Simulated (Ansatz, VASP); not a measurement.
**WC in VASP and in Ansatz**

Contents of INCAR:

```
PREC = Accurate
ENCUT = 520
EDIFF = 1E-6
ISMEAR = 0
SIGMA = 0.15
LREAL = False
LASPH = True
NELM = 60
ALGO = Normal
ISIF = 2
LWAVE = False
LCHARG = False
GGA = PE
NBANDS = 16
```

File KPOINTS:

```
Automatic mesh
0
Gamma
  24 24 22
```

Contents of POSCAR:

```
WC
1.0
    2.9217716510      0.0000000000      0.0000000000
   -1.4608858255      2.6062383280      0.0000000000
    0.0000000000      0.0000000000      2.8470758829
W C
1 1
Direct
    0.0000000000      0.0000000000      0.0000000000
    0.6666666667      0.3333333333      0.5000000000
```

Input for Ansatz:

```yaml
crystal:
  lattice:
    - [2.921771651, 0.0, 0.0]
    - [-1.4608858255, 2.606238328, 0.0]
    - [0.0, 0.0, 2.8470758829]
  atoms:
    - { symbol: W, position: [0.0, 0.0, 0.0] }
    - { symbol: C, position: [0.6666666667, 0.3333333333, 0.5] }
basis:
  ecutwfc: 420
kpoints:
  mp_grid: { grid: [24, 24, 22] }
hamiltonian:
  xc: pbe
scf:
  occupations: { method: gaussian, width: 0.15 }
output:
  forces: true
  stress: true
  eigenvalues: true
```

Change from the starting cell: strain +0.0300 x Voigt [0, 1, 0, 0, 0, 0], atoms carried along.

Alike in both runs: task single point; functional PBE; k mesh 24 × 24 × 22; occupations gaussian, width 0.15 eV; no spin polarisation.

```csv
,VASP,Ansatz
version,VASP 6.6.1,Ansatz 0.2.0
potentials or method,"VASP PAW PBE potentials, release 64 (W_sv, C), cutoff 520 eV","scalar-relativistic, plane waves, PAW"
valence electrons in the cell,18,18
```

|  | VASP | Ansatz | Ansatz less VASP |
| --- | --- | --- | --- |
| gap on the k mesh at the Fermi level (eV) | none | none | - |
| pressure (GPa) | -9.0 | -9.9 | -0.92 |
| traceless stress, the component that is largest in VASP (GPa) | -9.49 | -9.36 | +0.127 |
| rms of the force components (eV/Å) | 0.062 | 0.060 | -0.0017 |

Atom by atom the forces differ by 0.002 eV/Å (rms over components). A gap of «none» marks a metal or a gap that the smearing closes. The functional is the same, so the differences come from potentials, cutoffs and numerics.

Neither program's run includes spin-orbit coupling.
